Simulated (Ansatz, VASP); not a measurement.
**Ge in VASP and in Ansatz**

```
Ge
1.0
     0.00000    2.83818    2.83818
     2.83818    0.00000    2.83818
     2.83818    2.83818    0.00000
Ge
2
Cartesian
  2.8382 2.8382 2.8382
  4.2573 4.2573 4.2573
```

Alike in both runs: functional PBEsol; k mesh 14 × 14 × 14; occupations fermi-dirac, width 0.08 eV; no spin polarisation.

Ansatz relaxed the structure, and its values are those at the end. VASP's run is a single point on that final structure, the one shown.

|  | VASP | Ansatz |
| --- | --- | --- |
| version | VASP 6.6.1 | Ansatz 0.2.0 |
| potentials or method | VASP PAW PBE potentials, release 64 (Ge_d) | PAW with Ansatz's default frozen-core files, scalar-relativistic |
| plane-wave cutoff (eV) | 520 | 420 |
| valence electrons in the cell | 28 | 28 |

|  | VASP | Ansatz | Ansatz less VASP |
| --- | --- | --- | --- |
| pressure (GPa) | -0.1 | 0.0 | +0.10 |

VASP's potentials were made for PBE, not for PBEsol.
